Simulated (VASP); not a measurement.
# PbS2 in VASP: a series of runs

PbS2 is run at these levels: PBE; tasks: single point.

Program: VASP 6.6.1. These are calculated values, not measurements. Logs are shortened: lines on timing, memory, paths and dates and some standing lists are left out, and cuts for length are marked.

### 1 The cell of the first run

The cell holds a sheet with vacuum, 3 atoms: a = 2.969 Å, b = 2.969 Å, c = 17.000 Å, α = 90.00°, β = 90.00°, γ = 120.00°.

The cell was built from a structure type or drawn by symmetry, and may not be a known phase.

### 2 Single point, PBE

File INCAR:

```
ALGO = Normal
DIPOL = 0.5 0.5 0.500
EDIFF = 1E-7
ENCUT = 520
GGA = PE
IDIPOL = 3
ISIF = 2
ISMEAR = 0
LASPH = T
LCHARG = T
LDIPOL = T
LELF = T
LREAL = F
LVACPOTAV = T
LVHAR = T
LWAVE = F
NBANDS = 20
NELM = 60
PREC = Accurate
SIGMA = 0.1
```

File KPOINTS:

```
k-points
0
Gamma
  6 6 1
```

File POSCAR:

```
PbS2
1.0
    2.9687574900      0.0000000000      0.0000000000
   -1.4843782800      2.5710193200      0.0000000000
    0.0000000000      0.0000000000     17.0000000000
Pb S
1 2
Direct
    0.0000000000      0.0000000000      0.4989604700
    0.3333333300      0.6666666700      0.4134479700
    0.3333333300      0.6666666700      0.5865520300
```

Potentials or basis: VASP PAW PBE potentials, release 64 (Pb_d, S).

Started as:

```sh
$ cat potpaw_PBE.64/Pb_d/POTCAR potpaw_PBE.64/S/POTCAR > POTCAR
$ mpirun -np 1 vasp_std > vasp.out
```

OUTCAR:

```text
EDIFF = 1E-7
   ENCUT = 520
   GGA = PE
   ISIF = 2
   ISMEAR = 0
   LASPH = T
   LREAL = F
   NELM = 60
   PREC = Accurate

 ion  position               nearest neighbor table
   1  0.000  0.000  0.499-   2 2.25   2 2.25   2 2.25   3 2.27   3 2.27   3 2.27
   2  0.333  0.667  0.413-   1 2.25   1 2.25   1 2.25
   3  0.333  0.667  0.587-   1 2.27   1 2.27   1 2.27

  LATTYP: Found a hexagonal cell.
 ALAT       =     2.9687574900
 C/A-ratio  =     5.7263013423

  Lattice vectors:

 A1 = (   2.9687574900,   0.0000000000,   0.0000000000)
 A2 = (  -1.4843782800,   2.5710193200,   0.0000000000)
 A3 = (   0.0000000000,   0.0000000000,  17.0000000000)

Analysis of symmetry for initial positions (statically):
=====================================================================
 Subroutine PRICEL returns:
 Original cell was already a primitive cell.

 Routine SETGRP: Setting up the symmetry group for a
 hexagonal supercell.

 Subroutine GETGRP returns: Found  6 space group operations
 (whereof  6 operations were pure point group operations)
 out of a pool of 24 trial point group operations.

The static configuration has the point symmetry C_3v.

Analysis of symmetry for dynamics (positions and initial velocities):
=====================================================================
 Subroutine PRICEL returns:
 Original cell was already a primitive cell.

 Routine SETGRP: Setting up the symmetry group for a
 hexagonal supercell.

 Subroutine GETGRP returns: Found  6 space group operations
 (whereof  6 operations were pure point group operations)
 out of a pool of 24 trial point group operations.

The dynamic configuration has the point symmetry C_3v.

 Subroutine INISYM returns: Found  6 space group operations
 (whereof  6 operations are pure point group operations),
 and found     1 'primitive' translations

----------------------------------------------------------------------------------------

                                     Primitive cell

  volume of cell :     129.7565

  direct lattice vectors                    reciprocal lattice vectors
     2.968757490  0.000000000  0.000000000     0.336841255  0.194475335  0.000000000
    -1.484378280  2.571019320  0.000000000     0.000000000  0.388950792  0.000000000
     0.000000000  0.000000000 17.000000000     0.000000000  0.000000000  0.058823529

  length of vectors
     2.968757490  2.968757185 17.000000000     0.388950752  0.388950792  0.058823529

  position of ions in fractional coordinates (direct lattice)
     0.000000000  0.000000000  0.498960470
     0.333333330  0.666666670  0.413447970
     0.333333330  0.666666670  0.586552030

  ion indices of the primitive-cell ions
   primitive index   ion index
                 1           1
                 2           2
                 3           3

----------------------------------------------------------------------------------------

 KPOINTS: k-points

Automatic generation of k-mesh.
 Grid dimensions read from file:
 generate k-points for:    6    6    1

 Generating k-lattice:

  Cartesian coordinates                     Fractional coordinates (reciprocal lattice)
     0.056140209  0.032412556  0.000000000     0.166666667  0.000000000  0.000000000
     0.000000000  0.064825132  0.000000000     0.000000000  0.166666667  0.000000000
     0.000000000  0.000000000  0.058823529     0.000000000  0.000000000  1.000000000

  Length of vectors
     0.064825125  0.064825132  0.058823529

  Shift w.r.t. Gamma in fractional coordinates (k-lattice)
     0.000000000  0.000000000  0.000000000

 Subroutine IBZKPT returns following result:
 ===========================================

 Found      7 irreducible k-points:

 Following reciprocal coordinates:
            Coordinates               Weight
  0.000000  0.000000  0.000000      1.000000
  0.166667 -0.000000  0.000000      6.000000
  0.333333  0.000000  0.000000      6.000000
  0.500000  0.000000  0.000000      3.000000
  0.166667  0.166667  0.000000      6.000000
  0.333333  0.166667  0.000000     12.000000
  0.333333  0.333333  0.000000      2.000000
   k-points           NKPTS =      7   k-points in BZ     NKDIM =      7   number of bands    NBANDS=     20
   number of dos      NEDOS =    301   number of ions     NIONS =      3
   total plane-waves  NPLWV =  72576
   dimension x,y,z NGX =    24 NGY =   24 NGZ =  126
   dimension x,y,z NGXF=    48 NGYF=   48 NGZF=  252
   ions per type =               1   2
   NGX,Y,Z   is equivalent  to a cutoff of  13.44, 13.44, 12.32 a.u.
   NGXF,Y,Z  is equivalent  to a cutoff of  26.88, 26.88, 24.64 a.u.
 SYSTEM =  unknown system
   PREC   = accura    normal or accurate (medium, high low for compatibility)
   ISTART =      0    job   : 0-new  1-cont  2-samecut
   ICHARG =      2    charge: 1-file 2-atom 10-const
   ISPIN  =      1    spin polarized calculation?
   LNONCOLLINEAR =      F non collinear calculations
   LSORBIT =      F    spin-orbit coupling
   LASPH  =      T    aspherical Exc in radial PAW
   ENCUT  =  520.0 eV  38.22 Ry    6.18 a.u.   5.52  5.52 31.61*2*pi/ulx,y,z
   NELM   =     60;   NELMIN=  2; NELMDL= -5     # of ELM steps
   EDIFF  = 0.1E-06   stopping-criterion for ELM
   LREAL  =      F    real-space projection
   EDIFFG = 0.1E-05   stopping-criterion for IOM
   NSW    =      0    number of steps for IOM
   IBRION =     -1    ionic relax: 0-MD 1-quasi-New 2-CG
   NFREE  =      0    steps in history (QN), initial steepest desc. (CG)
   ISIF   =      2    stress and relaxation
   ISYM   =      2    0-nonsym 1-usesym 2-fastsym
   POTIM  = 0.5000    time-step for ionic-motion
   TEBEG  =    0.0;   TEEND  =   0.0 temperature during run
   PSTRESS=    0.0 pullay stress
   NELECT =      26.0000    total number of electrons
   NUPDOWN=      -1.0000    fix difference up-down
   EMIN   =  10.00;   EMAX   =-10.00  energy-range for DOS
   EFERMI =   0.00;   METHOD = LEGACY
   ISMEAR =     0;   SIGMA  =   0.10  broadening in eV -4-tet -1-fermi 0-gaus
   EFERMI_NEDOS =   21; number of points for ismear=-14 and -15
   IALGO  =     38    algorithm
   IMIX   =      4    mixing-type and parameters
     AMIX     =   0.40;   BMIX     =  1.00
     AMIX_MAG =   1.60;   BMIX_MAG =  1.00
  volume/ion in A,a.u.               =      43.25       291.88
  Fermi-wavevector in a.u.,A,eV,Ry     =   0.957980  1.810319 12.486407  0.917725
  Thomas-Fermi vector in A             =   2.087046
   LORBIT       =      0    0 simple, 1 ext, 2 COOP (PROOUT), +10 PAW based schemes
   GGA     = PE    functional components
   LHFCALC =     F    Hartree Fock is set to
   AEXX    =    0.0000 exact exchange contribution
   IVDW    =     0    specifies the selected vdW correction
   LEPSILON=     F    determine dielectric tensor
   LRPA    =     F    only Hartree local field effects (RPA)
 non-spin polarized calculation
 Gauss-broadening in eV      SIGMA  =   0.10
  energy-cutoff  :      520.00
  volume of cell :      129.76
 maximum number of plane-waves:      3537
 NGX is ok and might be reduce to    24
   NGX = 11   NGY = 11   NGZ = 63

 dipolmoment           0.000000      0.000000     -0.014025 electrons x Angstroem

 number of electron      25.9999997 magnetization

 dipolmoment           0.000000      0.000000      0.003140 electrons x Angstroem

 Free energy of the ion-electron system (eV)
  ---------------------------------------------------
  ext. energy  EPLUGINS =         0.00000000
  ---------------------------------------------------
  free energy    TOTEN  =        -2.37559769 eV

  energy without entropy =       -2.36871726  energy(sigma->0) =       -2.37215748

 E-fermi :   0.7904     XC(G=0):  -4.7093

 val. band max:        0.7257662270   @ k =   0.1667  -0.0000   0.0000
 cond. band min:       0.9134864074   @ k =   0.0000   0.0000   0.0000
 fundamental gap:      0.1877201804
 Fermi energy:         0.7904132912

 k-point     1 :       0.0000    0.0000    0.0000
  band No.  band energies     occupation
      1     -19.6214      2.00000
      2     -18.3959      2.00000
      3     -18.3959      2.00000
      4     -18.1080      2.00000
      5     -17.6870      2.00000
      6     -17.6870      2.00000
      7     -15.4105      2.00000
      8      -7.7062      2.00000
      9      -3.6313      2.00000
     10       0.4707      1.99999
     11       0.4707      1.99999
     12       0.9135      0.08177
     13       0.9135      0.08176
     14       2.7673      0.00000
     15       4.7929      0.00000
     16       5.4144      0.00000
     17       6.1636      0.00000
     18       7.5347      0.00000
     19       7.5347      0.00000
     20       7.8713      0.00000

 k-point     2 :       0.1667   -0.0000    0.0000
  band No.  band energies     occupation
      1     -19.2599      2.00000
      2     -18.2891      2.00000
      3     -18.2494      2.00000
      4     -18.1305      2.00000
      5     -17.8836      2.00000
      6     -17.7518      2.00000
      7     -14.3628      2.00000
      8      -7.4407      2.00000
      9      -3.1325      2.00000
     10      -2.5487      2.00000
     11      -1.1188      2.00000
     12      -0.6321      2.00000
     13       0.7258      1.63941
     14       3.9007      0.00000
     15       5.4057      0.00000
     16       5.8520      0.00000
     17       6.0054      0.00000
     18       6.7997      0.00000
     19       8.0704      0.00000
     20       8.6987      0.00000

 k-point     3 :       0.3333    0.0000    0.0000
  band No.  band energies     occupation
      1     -19.3251      2.00000
      2     -18.9801      2.00000
      3     -17.8806      2.00000
      4     -17.7410      2.00000
      5     -17.5511      2.00000
      6     -16.2138      2.00000
      7     -12.3794      2.00000
      8      -8.0736      2.00000
      9      -5.5384      2.00000
     10      -4.6880      2.00000
     11      -2.3042      2.00000
     12      -1.4878      2.00000
     13       0.3953      2.00000
     14       2.2545      0.00000
     15       4.2790      0.00000
     16       5.7812      0.00000
     17       6.7452      0.00000
     18       7.4502      0.00000
     19       8.4025      0.00000
     20       8.4342      0.00000

 k-point     4 :       0.5000    0.0000    0.0000
  band No.  band energies     occupation
      1     -19.4627      2.00000
      2     -19.2345      2.00000
      3     -17.9427      2.00000
      4     -17.5768      2.00000
      5     -17.2338      2.00000
      6     -13.9380      2.00000
      7     -10.9728      2.00000
      8     -10.8956      2.00000
      9      -6.5993      2.00000
     10      -5.1013      2.00000
     11      -3.0313      2.00000
     12      -0.5584      2.00000
     13       0.2441      2.00000
     14       0.3814      2.00000
     15       4.0594      0.00000
     16       4.9680      0.00000
     17       6.7463      0.00000
     18       7.6691      0.00000
     19       7.8796      0.00000
     20      10.4069      0.00000

 k-point     5 :       0.1667    0.1667    0.0000
  band No.  band energies     occupation
      1     -19.0972      2.00000
      2     -18.7819      2.00000
      3     -18.1528      2.00000
      4     -17.9156      2.00000
      5     -17.7169      2.00000
      6     -16.7098      2.00000
      7     -12.9106      2.00000
      8      -7.3030      2.00000
      9      -4.7093      2.00000
     10      -3.4764      2.00000
     11      -3.2966      2.00000
     12      -2.0480      2.00000
     13      -0.2629      2.00000
     14       3.8508      0.00000
     15       5.6114      0.00000
     16       6.1846      0.00000
     17       7.0584      0.00000
     18       7.8561      0.00000
     19       8.1200      0.00000
     20       8.1782      0.00000

 k-point     6 :       0.3333    0.1667    0.0000
  band No.  band energies     occupation
      1     -19.1939      2.00000
      2     -19.0867      2.00000
      3     -18.1201      2.00000
      4     -17.7419      2.00000
      5     -17.5152      2.00000
      6     -14.2297      2.00000
      7     -11.0028      2.00000
      8      -9.6498      2.00000
      9      -5.8283      2.00000
     10      -5.6244      2.00000
     11      -4.4586      2.00000
     12      -1.7327      2.00000
     13      -0.5545      2.00000
     14       1.5423      0.00000
     15       4.5715      0.00000
     16       7.2175      0.00000
     17       7.2844      0.00000
     18       7.9692      0.00000
     19       8.1564      0.00000
     20      10.0253      0.00000

 k-point     7 :       0.3333    0.3333    0.0000
  band No.  band energies     occupation
      1     -19.0660      2.00000
      2     -18.8745      2.00000
      3     -18.3832      2.00000
      4     -17.8912      2.00000
      5     -17.5437      2.00000
      6     -12.5667      2.00000
      7     -10.3415      2.00000
      8     -10.0305      2.00000
      9      -7.6509      2.00000
     10      -6.1304      2.00000
     11      -4.1108      2.00000
     12      -3.3452      2.00000
     13      -0.1906      2.00000
     14       2.1191      0.00000
     15       2.1987      0.00000
     16       7.9386      0.00000
     17       8.5532      0.00000
     18       9.4533      0.00000
     19      10.6460      0.00000
     20      10.8753      0.00000

------------------------ aborting loop because EDIFF is reached ----------------------------------------

  FORCE on cell =-STRESS in cart. coord.  units (eV):
  Direction    XX          YY          ZZ          XY          YZ          ZX
  --------------------------------------------------------------------------------------
  -------------------------------------------------------------------------------------
  Total       37.1008464     37.1008440     32.2167076      0.0000067      0.0000000      0.0000000
  in kB      458.1054052    458.1053753    397.7981456      0.0000829      0.0000000      0.0000000
  external PRESSURE =     438.0029754 kB  Pullay stress =       0.0000000 kB

 VOLUME and BASIS-vectors are now :
 -----------------------------------------------------------------------------
  energy-cutoff  :      520.00
  volume of cell :      129.76
      direct lattice vectors                 reciprocal lattice vectors
     2.968757490  0.000000000  0.000000000     0.336841255  0.194475335  0.000000000
    -1.484378280  2.571019320  0.000000000     0.000000000  0.388950792  0.000000000
     0.000000000  0.000000000 17.000000000     0.000000000  0.000000000  0.058823529

 POSITION                                       TOTAL-FORCE (eV/Angst)
 -----------------------------------------------------------------------------------
      0.00000      0.00000      8.48233         0.000000     -0.000000      0.823256
      0.00000      1.71401      7.02862        -0.000000      0.000000    -11.375249
      0.00000      1.71401      9.97138        -0.000000      0.000000     10.551993
 -----------------------------------------------------------------------------------
    total drift:                                0.000012     -0.000009      0.000263

  FREE ENERGIE OF THE ION-ELECTRON SYSTEM (eV)
  ---------------------------------------------------
  free  energy   TOTEN  =        -2.3755976917 eV

  energy  without entropy=       -2.3687172627  energy(sigma->0) =       -2.37215748

 vacuum level on the upper side and lower side of the slab         5.782         5.707
```

It took 51 s on 1 thread of AMD EPYC 7R43 (Zen 3), shared host; peak memory 0.21 GiB.

What came out:

- Free energy: -2.3756 eV
- Largest force: 11.375 eV/Å
- Band gap on the k mesh: zero (bands 13 and 14 overlap by 0.53 eV)

Forces in eV/Å, atoms in the order of the input:
```
Pb    0.000   0.000   0.823
S     0.000   0.000 -11.375
S     0.000   0.000  10.552
```

Caveat: the k points lie up to 0.41 Å⁻¹ apart, too coarse for converged energies and pressures of a metal; spin-orbit coupling is left out, which moves the levels of the heavy elements.

(Part 1 of 2 ends here.)
